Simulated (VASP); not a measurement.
# AlN (P6_3mc) in VASP: relaxation of shape and atoms at fixed volume with PBE

Aim: the relaxation of shape and atoms at fixed volume of AlN with PBE.

All numbers are computed with VASP 6.6.1; they aren't measurements. Logs are shortened: lines on timing, memory, paths and dates and some standing lists are left out, and cuts for length are marked.

**1. The cell of the first run**

The structure is hexagonal, space group P6_3mc (No. 186). Conventional cell: a = 3.228 Å, b = 3.228 Å, c = 5.191 Å, α = 90.00°, β = 90.00°, γ = 120.00°. Within 2.6 Å of Al (site symmetry 3m) lie 4 N at 1.96 to 1.98 Å. Within 2.6 Å of N (site symmetry 3m) lie 4 Al at 1.96 to 1.98 Å.

**2. Relaxation of shape and atoms at fixed volume, PBE (11.71 Å³/atom)**

INCAR

```
  PREC = Accurate
  ENCUT = 600
  EDIFF = 1E-6
  ISMEAR = 0
  SIGMA = 0.02
  LREAL = F
  LASPH = T
  NELM = 100
  ALGO = Normal
  ISIF = 4
  LWAVE = F
  LCHARG = F
  GGA = PE
  IBRION = 2
  NSW = 50
  EDIFFG = -0.01
```

KPOINTS

```
Automatic mesh
0
Gamma
  9 9 6
```

POSCAR

```
AlN
1.0
    3.2279630792      0.0000000000      0.0000000000
   -1.6139815396      2.7954980291      0.0000000000
    0.0000000000      0.0000000000      5.1906245685
Al N
2 2
Direct
    0.3333333333      0.6666666667     -0.0004182775
    0.6666666667      0.3333333333      0.4995817225
    0.3333333333      0.6666666667      0.3804182775
    0.6666666667      0.3333333333      0.8804182775
```

Potentials or basis: VASP PAW PBE potentials, release 64 (Al, N).

Command:

```bash
$ cat potpaw_PBE.64/Al/POTCAR potpaw_PBE.64/N/POTCAR > POTCAR
$ mpirun -np 1 vasp_std > vasp.out
```

OUTCAR:

```text
PREC = Accurate
   ENCUT = 600
   EDIFF = 1E-6
   ISMEAR = 0
   LREAL = F
   LASPH = T
   NELM = 100
   ISIF = 4
   GGA = PE
   IBRION = 2
   NSW = 50
   EDIFFG = -0.01

 ion  position               nearest neighbor table
   1  0.333  0.667  1.000-   4 1.96   4 1.96   4 1.96   3 1.98   2 3.20   2 3.20   2 3.20   2 3.20
                             2 3.20   2 3.20
   2  0.667  0.333  0.500-   3 1.96   3 1.96   3 1.96   4 1.98   1 3.20   1 3.20   1 3.20   1 3.20
                             1 3.20   1 3.20
   3  0.333  0.667  0.380-   2 1.96   2 1.96   2 1.96   1 1.98
   4  0.667  0.333  0.880-   1 1.96   1 1.96   1 1.96   2 1.98

  LATTYP: Found a hexagonal cell.
 ALAT       =     3.2279630792
 C/A-ratio  =     1.6080185681

  Lattice vectors:

 A1 = (   3.2279630792,   0.0000000000,   0.0000000000)
 A2 = (  -1.6139815396,   2.7954980291,   0.0000000000)
 A3 = (   0.0000000000,   0.0000000000,   5.1906245685)

Analysis of symmetry for initial positions (statically):
=====================================================================
 Subroutine PRICEL returns:
 Original cell was already a primitive cell.

 Routine SETGRP: Setting up the symmetry group for a
 hexagonal supercell.

 Subroutine GETGRP returns: Found 12 space group operations
 (whereof  6 operations were pure point group operations)
 out of a pool of 24 trial point group operations.

The static configuration has the point symmetry C_3v.
 The point group associated with its full space group is C_6v.

Analysis of symmetry for dynamics (positions and initial velocities):
=====================================================================
 Subroutine PRICEL returns:
 Original cell was already a primitive cell.

 Routine SETGRP: Setting up the symmetry group for a
 hexagonal supercell.

 Subroutine GETGRP returns: Found 12 space group operations
 (whereof  6 operations were pure point group operations)
 out of a pool of 24 trial point group operations.

The dynamic configuration has the point symmetry C_3v.
 The point group associated with its full space group is C_6v.

 Subroutine INISYM returns: Found 12 space group operations
 (whereof  6 operations are pure point group operations),
 and found     1 'primitive' translations

----------------------------------------------------------------------------------------

                                     Primitive cell

  volume of cell :      46.8390

  direct lattice vectors                    reciprocal lattice vectors
     3.227963079  0.000000000  0.000000000     0.309792887  0.178859006  0.000000000
    -1.613981540  2.795498029  0.000000000     0.000000000  0.357718013  0.000000000
     0.000000000  0.000000000  5.190624568     0.000000000  0.000000000  0.192655043

  length of vectors
     3.227963079  3.227963079  5.190624568     0.357718013  0.357718013  0.192655043

  position of ions in fractional coordinates (direct lattice)
     0.333333333  0.666666667  0.999581722
     0.666666667  0.333333333  0.499581722
     0.333333333  0.666666667  0.380418277
     0.666666667  0.333333333  0.880418277

  ion indices of the primitive-cell ions
   primitive index   ion index
                 1           1
                 2           2
                 3           3
                 4           4

----------------------------------------------------------------------------------------

 KPOINTS: Automatic mesh

Automatic generation of k-mesh.
 Grid dimensions read from file:
 generate k-points for:    9    9    6

 Generating k-lattice:

  Cartesian coordinates                     Fractional coordinates (reciprocal lattice)
     0.034421432  0.019873223  0.000000000     0.111111111  0.000000000  0.000000000
     0.000000000  0.039746446  0.000000000     0.000000000  0.111111111  0.000000000
     0.000000000  0.000000000  0.032109174     0.000000000  0.000000000  0.166666667

  Length of vectors
     0.039746446  0.039746446  0.032109174

  Shift w.r.t. Gamma in fractional coordinates (k-lattice)
     0.000000000  0.000000000  0.000000000

 Subroutine IBZKPT returns following result:
 ===========================================

 Found     48 irreducible k-points:

 Following reciprocal coordinates:
            Coordinates               Weight
  0.000000  0.000000  0.000000      1.000000
  0.111111  0.000000  0.000000      6.000000
  0.222222  0.000000  0.000000      6.000000
  0.333333  0.000000  0.000000      6.000000
  0.444444  0.000000  0.000000      6.000000
  0.111111  0.111111  0.000000      6.000000
[... 16 lines left out ...]
  0.333333  0.222222  0.166667     24.000000
  0.333333  0.333333  0.166667      4.000000
 [... further k-points ...]
   k-points           NKPTS =     48   k-points in BZ     NKDIM =     48   number of bands    NBANDS=     12
   number of dos      NEDOS =    301   number of ions     NIONS =      4
   total plane-waves  NPLWV =  32928
   dimension x,y,z NGX =    28 NGY =   28 NGZ =   42
   dimension x,y,z NGXF=    56 NGYF=   56 NGZF=   84
   ions per type =               2   2
   NGX,Y,Z   is equivalent  to a cutoff of  14.42, 14.42, 13.45 a.u.
   NGXF,Y,Z  is equivalent  to a cutoff of  28.84, 28.84, 26.90 a.u.
 SYSTEM =  unknown system
   PREC   = accura    normal or accurate (medium, high low for compatibility)
   ISTART =      0    job   : 0-new  1-cont  2-samecut
   ICHARG =      2    charge: 1-file 2-atom 10-const
   ISPIN  =      1    spin polarized calculation?
   LNONCOLLINEAR =      F non collinear calculations
   LSORBIT =      F    spin-orbit coupling
   LASPH  =      T    aspherical Exc in radial PAW
   ENCUT  =  600.0 eV  44.10 Ry    6.64 a.u.   6.45  6.45 10.37*2*pi/ulx,y,z
   NELM   =    100;   NELMIN=  2; NELMDL= -5     # of ELM steps
   EDIFF  = 0.1E-05   stopping-criterion for ELM
   LREAL  =      F    real-space projection
   EDIFFG = -.1E-01   stopping-criterion for IOM
   NSW    =     50    number of steps for IOM
   IBRION =      2    ionic relax: 0-MD 1-quasi-New 2-CG
   NFREE  =      1    steps in history (QN), initial steepest desc. (CG)
   ISIF   =      4    stress and relaxation
   ISYM   =      2    0-nonsym 1-usesym 2-fastsym
   POTIM  = 0.5000    time-step for ionic-motion
   TEBEG  =    0.0;   TEEND  =   0.0 temperature during run
   PSTRESS=    0.0 pullay stress
   NELECT =      16.0000    total number of electrons
   NUPDOWN=      -1.0000    fix difference up-down
   EMIN   =  10.00;   EMAX   =-10.00  energy-range for DOS
   EFERMI =   0.00;   METHOD = LEGACY
   ISMEAR =     0;   SIGMA  =   0.02  broadening in eV -4-tet -1-fermi 0-gaus
   EFERMI_NEDOS =   21; number of points for ismear=-14 and -15
   IALGO  =     38    algorithm
   IMIX   =      4    mixing-type and parameters
     AMIX     =   0.40;   BMIX     =  1.00
     AMIX_MAG =   1.60;   BMIX_MAG =  1.00
  volume/ion in A,a.u.               =      11.71        79.02
  Fermi-wavevector in a.u.,A,eV,Ry     =   1.144403  2.162608 17.818986  1.309659
  Thomas-Fermi vector in A             =   2.281095
   LORBIT       =      0    0 simple, 1 ext, 2 COOP (PROOUT), +10 PAW based schemes
   GGA     = PE    functional components
   LHFCALC =     F    Hartree Fock is set to
   AEXX    =    0.0000 exact exchange contribution
   IVDW    =     0    specifies the selected vdW correction
   LEPSILON=     F    determine dielectric tensor
   LRPA    =     F    only Hartree local field effects (RPA)
 conjugate gradient relaxation of ions
 non-spin polarized calculation
 Gauss-broadening in eV      SIGMA  =   0.02
  energy-cutoff  :      600.00
  volume of cell :       46.84
 maximum number of plane-waves:      1583
 NGX is ok and might be reduce to    28
   NGX = 13   NGY = 13   NGZ = 21

--------------------------------------- Ionic step        1  -------------------------------------------

 number of electron      15.9999999 magnetization

 Free energy of the ion-electron system (eV)
  ---------------------------------------------------
  ext. energy  EPLUGINS =         0.00000000
  ---------------------------------------------------
  free energy    TOTEN  =       -29.55942383 eV

  energy without entropy =      -29.55942383  energy(sigma->0) =      -29.55942383

------------------------ aborting loop because EDIFF is reached ----------------------------------------

  FORCE on cell =-STRESS in cart. coord.  units (eV):
  Direction    XX          YY          ZZ          XY          YZ          ZX
  --------------------------------------------------------------------------------------
  -------------------------------------------------------------------------------------
  Total       -4.6010325     -4.6010325     -4.4905420      0.0000000      0.0000000      0.0000000
  in kB     -157.3832533   -157.3832533   -153.6038078      0.0000000      0.0000000      0.0000000
  external PRESSURE =    -156.1234381 kB  Pullay stress =       0.0000000 kB

 VOLUME and BASIS-vectors are now :
 -----------------------------------------------------------------------------
  energy-cutoff  :      600.00
  volume of cell :       46.84
      direct lattice vectors                 reciprocal lattice vectors
     3.227963079  0.000000000  0.000000000     0.309792887  0.178859006  0.000000000
    -1.613981540  2.795498029  0.000000000     0.000000000  0.357718013  0.000000000
     0.000000000  0.000000000  5.190624568     0.000000000  0.000000000  0.192655043

 POSITION                                       TOTAL-FORCE (eV/Angst)
 -----------------------------------------------------------------------------------
     -0.00000      1.86367      5.18845         0.000000     -0.000000      0.015183
      1.61398      0.93183      2.59314        -0.000000      0.000000      0.015183
     -0.00000      1.86367      1.97461         0.000000     -0.000000     -0.015183
      1.61398      0.93183      4.56992        -0.000000      0.000000     -0.015183
 -----------------------------------------------------------------------------------
    total drift:                               -0.000000      0.000000      0.000894

  FREE ENERGIE OF THE ION-ELECTRON SYSTEM (eV)
  ---------------------------------------------------
  free  energy   TOTEN  =       -29.5594238288 eV

  energy  without entropy=      -29.5594238288  energy(sigma->0) =      -29.55942383

--------------------------------------- Ionic step        2  -------------------------------------------

 number of electron      15.9999999 magnetization

 Free energy of the ion-electron system (eV)
  ---------------------------------------------------
  ext. energy  EPLUGINS =         0.00000000
  ---------------------------------------------------
  free energy    TOTEN  =       -29.55951809 eV

  energy without entropy =      -29.55951809  energy(sigma->0) =      -29.55951809

 E-fermi :   5.2200     XC(G=0): -10.4219

 val. band max:        5.0699385909   @ k =   0.0000   0.0000   0.0000
 cond. band min:       8.3283618134   @ k =   0.0000   0.0000   0.0000
 fundamental gap:      3.2584232224
 Fermi energy:         5.2199694477

 k-point     1 :       0.0000    0.0000    0.0000
  band No.  band energies     occupation
      1      -9.4284      2.00000
      2      -7.6375      2.00000
      3      -0.4182      2.00000
      4       4.3171      2.00000
      5       4.3171      2.00000
      6       4.9239      2.00000
      7       4.9239      2.00000
      8       5.0699      2.00000
      9       8.3284      0.00000
     10      10.8381      0.00000
     11      14.7762      0.00000
     12      15.4741      0.00000
[... 331 lines left out ...]
 k-point    24 :       0.3333    0.3333    0.1667
  band No.  band energies     occupation
      1      -7.3067      2.00000
      2      -7.3067      2.00000
      3       0.8839      2.00000
      4       1.1408      2.00000
      5       1.1408      2.00000
      6       2.6750      2.00000
      7       3.3371      2.00000
      8       3.3371      2.00000
      9      10.4104      0.00000
     10      12.9128      0.00000
     11      13.4673      0.00000
     12      13.4673      0.00000

 [... further k-points ...]

------------------------ aborting loop because EDIFF is reached ----------------------------------------

  FORCE on cell =-STRESS in cart. coord.  units (eV):
  Direction    XX          YY          ZZ          XY          YZ          ZX
  --------------------------------------------------------------------------------------
  -------------------------------------------------------------------------------------
  Total       -4.5724505     -4.5724505     -4.5504498      0.0000000      0.0000000     -0.0000000
  in kB     -156.4055741   -156.4055741   -155.6530186      0.0000000      0.0000000     -0.0000000
  external PRESSURE =    -156.1547222 kB  Pullay stress =       0.0000000 kB

 VOLUME and BASIS-vectors are now :
 -----------------------------------------------------------------------------
  energy-cutoff  :      600.00
  volume of cell :       46.84
      direct lattice vectors                 reciprocal lattice vectors
     3.226529867  0.000000000  0.000000000     0.309930495  0.178938455 -0.000000000
    -1.613264933  2.794256831  0.000000000     0.000000000  0.357876910  0.000000000
     0.000000000  0.000000000  5.195236904     0.000000000 -0.000000000  0.192484004

 POSITION                                       TOTAL-FORCE (eV/Angst)
 -----------------------------------------------------------------------------------
     -0.00000      1.86284      5.19380         0.000000     -0.000000      0.009282
      1.61326      0.93142      2.59618         0.000000     -0.000000      0.009282
     -0.00000      1.86284      1.97563        -0.000000      0.000000     -0.009282
      1.61326      0.93142      4.57325        -0.000000     -0.000000     -0.009282
 -----------------------------------------------------------------------------------
    total drift:                               -0.000000      0.000000      0.000927

  FREE ENERGIE OF THE ION-ELECTRON SYSTEM (eV)
  ---------------------------------------------------
  free  energy   TOTEN  =       -29.5595180931 eV

  energy  without entropy=      -29.5595180931  energy(sigma->0) =      -29.55951809

 reached required accuracy - stopping structural energy minimisation
```

It took 28 s on 1 thread of Intel Xeon Platinum 8488C (Sapphire Rapids), shared host; peak memory 0.18 GiB.

Results:

| Quantity | Value |
| --- | --- |
| Free energy | -29.5595 eV |
| Energy gained by relaxing | 0.0 meV/atom |
| Ionic steps | 2 |
| Pressure after relaxing | -15.6 GPa |
| Largest force after relaxing | 0.009 eV/Å |
| Band gap on the k mesh | 3.26 eV |

Forces in eV/Å, atoms in the order of the input:
```
Al   0.000  0.000  0.009
Al   0.000  0.000  0.009
N    0.000  0.000 -0.009
N    0.000  0.000 -0.009
```

Stress tensor (GPa, compression positive):
```
-15.64   0.00   0.00
  0.00 -15.64   0.00
  0.00   0.00 -15.57
```

Final structure:
```
Al N
1.0
     3.22653    0.00000    0.00000
    -1.61326    2.79426    0.00000
     0.00000    0.00000    5.19524
Al N
2 2
Direct
  0.33333 0.66667 0.99972
  0.66667 0.33333 0.49972
  0.33333 0.66667 0.38028
  0.66667 0.33333 0.88028
```

Levels at points of the mesh, in eV from the valence-band top:
| k point | band 6 | band 7 | band 8 | band 9 | band 10 | band 11 |
| --- | --- | --- | --- | --- | --- | --- |
| (0.00, 0.00, 0.00) | -0.15 | -0.15 | 0.00 | 3.26 | 5.77 | 9.71 |
| (0.00, 0.00, 0.50) | -0.46 | -0.46 | -0.46 | 5.55 | 5.55 | 9.42 |
